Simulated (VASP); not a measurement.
# Hf (Fm-3m) in VASP: notebook

The runs below take Hf through single point, with LDA, PBEsol.

Program: VASP 6.6.1. These are calculated values, not measurements. Logs are shortened: lines on timing, memory, paths and dates and some standing lists are left out, and cuts for length are marked.

## Step 1: The cell of the first run

The structure is cubic, space group Fm-3m (No. 225). The conventional cell has a = 4.440 Å, b = 4.440 Å, c = 4.440 Å, α = 90.00°, β = 90.00°, γ = 90.00°. Within 4.1 Å of Hf (site symmetry m-3m) lie 12 Hf at 3.14 Å.

## Step 2: Single point, LDA

Input file INCAR:

```
SYSTEM = Hf
PREC = Accurate
ENCUT = 520
EDIFF = 1E-7
ISMEAR = -1
SIGMA = 0.05
LREAL = .False.
LASPH = .True.
NELM = 100
ALGO = Normal
ISIF = 2
LWAVE = .False.
LCHARG = .False.
GGA = CA
NBANDS = 11
```

Input file KPOINTS:

```
Automatic mesh
0
Gamma
  10 10 10
  0 0 0
```

Input file POSCAR:

```
Hf
1.0
    0.0000000000      2.2200000000      2.2200000000
    2.2200000000      0.0000000000      2.2200000000
    2.2200000000      2.2200000000      0.0000000000
Hf
1
Direct
    0.0000000000      0.0000000000      0.0000000000
```

Potentials or basis: VASP PAW LDA potentials, release 64 (Hf_pv).

Command:

```sh
> cat potpaw_LDA.64/Hf_pv/POTCAR > POTCAR
> mpirun -np 1 vasp_std > vasp.out
```

OUTCAR:

```text
SYSTEM = Hf
   PREC = Accurate
   ENCUT = 520
   EDIFF = 1E-7
   ISMEAR = -1
   LREAL = .False.
   LASPH = .True.
   NELM = 100
   ISIF = 2
   GGA = CA

 ion  position               nearest neighbor table
   1  0.000  0.000  0.000-

  LATTYP: Found a face centered cubic cell.
 ALAT       =     4.4400000000

  Lattice vectors:

 A1 = (   0.0000000000,   2.2200000000,   2.2200000000)
 A2 = (   2.2200000000,   0.0000000000,   2.2200000000)
 A3 = (   2.2200000000,   2.2200000000,   0.0000000000)

Analysis of symmetry for initial positions (statically):
=====================================================================
 Subroutine PRICEL returns:
 Original cell was already a primitive cell.

 Routine SETGRP: Setting up the symmetry group for a
 face centered cubic supercell.

 Subroutine GETGRP returns: Found 48 space group operations
 (whereof 48 operations were pure point group operations)
 out of a pool of 48 trial point group operations.

The static configuration has the point symmetry O_h .

Analysis of symmetry for dynamics (positions and initial velocities):
=====================================================================
 Subroutine PRICEL returns:
 Original cell was already a primitive cell.

 Routine SETGRP: Setting up the symmetry group for a
 face centered cubic supercell.

 Subroutine GETGRP returns: Found 48 space group operations
 (whereof 48 operations were pure point group operations)
 out of a pool of 48 trial point group operations.

The dynamic configuration has the point symmetry O_h .

 Subroutine INISYM returns: Found 48 space group operations
 (whereof 48 operations are pure point group operations),
 and found     1 'primitive' translations

----------------------------------------------------------------------------------------

                                     Primitive cell

  volume of cell :      21.8821

  direct lattice vectors                    reciprocal lattice vectors
     0.000000000  2.220000000  2.220000000    -0.225225225  0.225225225  0.225225225
     2.220000000  0.000000000  2.220000000     0.225225225 -0.225225225  0.225225225
     2.220000000  2.220000000  0.000000000     0.225225225  0.225225225 -0.225225225

  length of vectors
     3.139554108  3.139554108  3.139554108     0.390101533  0.390101533  0.390101533

  position of ions in fractional coordinates (direct lattice)
     0.000000000  0.000000000  0.000000000

  ion indices of the primitive-cell ions
   primitive index   ion index
[... 73 lines left out ...]
   EDIFF  = 0.1E-06   stopping-criterion for ELM
   LREAL  =      F    real-space projection
   EDIFFG = 0.1E-05   stopping-criterion for IOM
   NSW    =      0    number of steps for IOM
   IBRION =     -1    ionic relax: 0-MD 1-quasi-New 2-CG
   NFREE  =      0    steps in history (QN), initial steepest desc. (CG)
   ISIF   =      2    stress and relaxation
   ISYM   =      2    0-nonsym 1-usesym 2-fastsym
   POTIM  = 0.5000    time-step for ionic-motion
   TEBEG  =    0.0;   TEEND  =   0.0 temperature during run
   PSTRESS=    0.0 pullay stress
   NELECT =      10.0000    total number of electrons
   NUPDOWN=      -1.0000    fix difference up-down
   EMIN   =  10.00;   EMAX   =-10.00  energy-range for DOS
   EFERMI =   0.00;   METHOD = LEGACY
   ISMEAR =    -1;   SIGMA  =   0.05  broadening in eV -4-tet -1-fermi 0-gaus
   EFERMI_NEDOS =   21; number of points for ismear=-14 and -15
   IALGO  =     38    algorithm
   IMIX   =      4    mixing-type and parameters
     AMIX     =   0.40;   BMIX     =  1.00
     AMIX_MAG =   1.60;   BMIX_MAG =  1.00
  volume/ion in A,a.u.               =      21.88       147.67
  Fermi-wavevector in a.u.,A,eV,Ry     =   1.260991  2.382927 21.634588  1.590097
  Thomas-Fermi vector in A             =   2.394472
   LORBIT       =      0    0 simple, 1 ext, 2 COOP (PROOUT), +10 PAW based schemes
   GGA     = CA    functional components
   LHFCALC =     F    Hartree Fock is set to
   AEXX    =    0.0000 exact exchange contribution
   IVDW    =     0    specifies the selected vdW correction
   LEPSILON=     F    determine dielectric tensor
   LRPA    =     F    only Hartree local field effects (RPA)
 non-spin polarized calculation
  energy-cutoff  :      520.00
  volume of cell :       21.88
 maximum number of plane-waves:       609
   NGX = 11   NGY = 11   NGZ = 11

 number of electron      10.0000000 magnetization

 Free energy of the ion-electron system (eV)
  ---------------------------------------------------
  ext. energy  EPLUGINS =         0.00000000
  ---------------------------------------------------
  free energy    TOTEN  =       -10.61920742 eV

  energy without entropy =      -10.60829648  energy(sigma->0) =      -10.61375195

 E-fermi :   4.7841     XC(G=0): -11.5722

 val. band max:        4.7759205184   @ k =  -0.2000   0.1000   0.0000
 cond. band min:       4.8631081478   @ k =   0.5000   0.3000   0.1000
 fundamental gap:      0.0871876294
 Fermi energy:         4.7841224316

 k-point     1 :       0.0000    0.0000    0.0000
  band No.  band energies     occupation
      1     -25.0045      2.00000
      2     -25.0045      2.00000
      3     -25.0045      2.00000
      4      -2.4488      2.00000
      5       6.1123      0.00000
      6       6.1123      0.00000
      7       6.1123      0.00000
      8       8.9387      0.00000
      9       8.9387      0.00000
     10      16.2735      0.00000
     11      16.9623      0.00000
[... 309 lines left out ...]
 k-point    24 :       0.4000    0.3000    0.0000
  band No.  band energies     occupation
      1     -25.6891      2.00000
      2     -25.2812      2.00000
      3     -25.2521      2.00000
      4       1.4755      2.00000
      5       3.1964      2.00000
      6       5.6557      0.00000
      7       8.8771      0.00000
      8       9.9254      0.00000
      9      10.9824      0.00000
     10      16.6877      0.00000
     11      17.0089      0.00000

 [... further k-points ...]
[... 5 lines left out ...]
  --------------------------------------------------------------------------------------
  -------------------------------------------------------------------------------------
  Total       -0.7799949     -0.7799949     -0.7799949      0.0000000      0.0000000      0.0000000
  in kB      -57.1101652    -57.1101652    -57.1101652      0.0000000      0.0000000      0.0000000
  external PRESSURE =     -57.1101652 kB  Pullay stress =       0.0000000 kB

 VOLUME and BASIS-vectors are now :
 -----------------------------------------------------------------------------
  energy-cutoff  :      520.00
  volume of cell :       21.88
      direct lattice vectors                 reciprocal lattice vectors
     0.000000000  2.220000000  2.220000000    -0.225225225  0.225225225  0.225225225
     2.220000000  0.000000000  2.220000000     0.225225225 -0.225225225  0.225225225
     2.220000000  2.220000000  0.000000000     0.225225225  0.225225225 -0.225225225

 POSITION                                       TOTAL-FORCE (eV/Angst)
 -----------------------------------------------------------------------------------
      0.00000      0.00000      0.00000         0.000000     -0.000000     -0.000000
 -----------------------------------------------------------------------------------
    total drift:                               -0.000000      0.000000      0.000000

  FREE ENERGIE OF THE ION-ELECTRON SYSTEM (eV)
  ---------------------------------------------------
  free  energy   TOTEN  =       -10.6192074175 eV

  energy  without entropy=      -10.6082964813  energy(sigma->0) =      -10.61375195
```

OSZICAR:

```text
N       E                     dE             d eps       ncg     rms          rms(c)
DAV:   1     0.117390903631E+02    0.11739E+02   -0.56463E+03  1034   0.837E+02
DAV:   2    -0.105273572257E+02   -0.22266E+02   -0.21540E+02  1295   0.153E+02
DAV:   3    -0.109722361779E+02   -0.44488E+00   -0.44244E+00  1321   0.145E+01
DAV:   4    -0.109739207581E+02   -0.16846E-02   -0.16841E-02  1182   0.104E+00
DAV:   5    -0.109739297906E+02   -0.90325E-05   -0.90326E-05  1295   0.684E-02    0.460E+01
DAV:   6    -0.107110412168E+02    0.26289E+00   -0.21508E-01  1190   0.330E+00    0.269E+01
DAV:   7    -0.106229655983E+02    0.88076E-01   -0.31110E-01  1178   0.378E+00    0.150E+00
DAV:   8    -0.106191864115E+02    0.37792E-02   -0.19398E-02  1166   0.984E-01    0.542E-01
DAV:   9    -0.106192086891E+02   -0.22278E-04   -0.31399E-04  1231   0.132E-01    0.703E-02
DAV:  10    -0.106192080016E+02    0.68753E-06   -0.14894E-05  1172   0.287E-02    0.545E-02
DAV:  11    -0.106192074160E+02    0.58556E-06   -0.13767E-06  1217   0.915E-03    0.474E-03
DAV:  12    -0.106192074175E+02   -0.14413E-08   -0.24236E-08   688   0.143E-03
   1 F= -.10619207E+02 E0= -.10613752E+02  d E =-.109109E-01
```

stdout:

```text
POSCAR found type information on POSCAR Hf
 POSCAR found :  1 types and       1 ions
 scaLAPACK will be used
 LDA part: xc-table for (Slater(with rela. corr.)+CA(PZ))
 , standard interpolation
 POSCAR, INCAR and KPOINTS ok, starting setup
 FFT: planning ... GRIDC
 FFT: planning ... GRID_SOFT
 FFT: planning ... GRID
 WAVECAR not read
 entering main loop
```

It took 4.3 s on 1 thread of Intel Xeon 6975P-C (Granite Rapids), shared host; peak memory 0.13 GiB.

What came out:

```yaml
Free_energy: -10.6192 eV
Pressure: -5.7 GPa
Band_gap_on_the_k_mesh: zero (band 5 reaches 6.11 eV, above the bottom of band 6 at 4.38 eV)
```

Levels at points of the mesh, in eV from the Fermi level:
| k point | band 2 | band 3 | band 4 | band 5 | band 6 | band 7 | band 8 | band 9 |
| --- | --- | --- | --- | --- | --- | --- | --- | --- |
| (0.00, 0.00, 0.00) | -29.79 | -29.79 | -7.23 | 1.33 | 1.33 | 1.33 | 4.15 | 4.15 |
| (0.50, 0.00, 0.00) | -29.91 | -29.91 | -3.71 | 0.79 | 1.09 | 1.09 | 6.36 | 6.36 |
| (0.50, 0.50, 0.00) | -30.11 | -30.11 | -3.37 | -2.24 | 2.76 | 6.35 | 7.02 | 7.02 |

Caveat: spin-orbit coupling is left out, which moves the levels of the heavy elements.

[end of part 1 of 2]
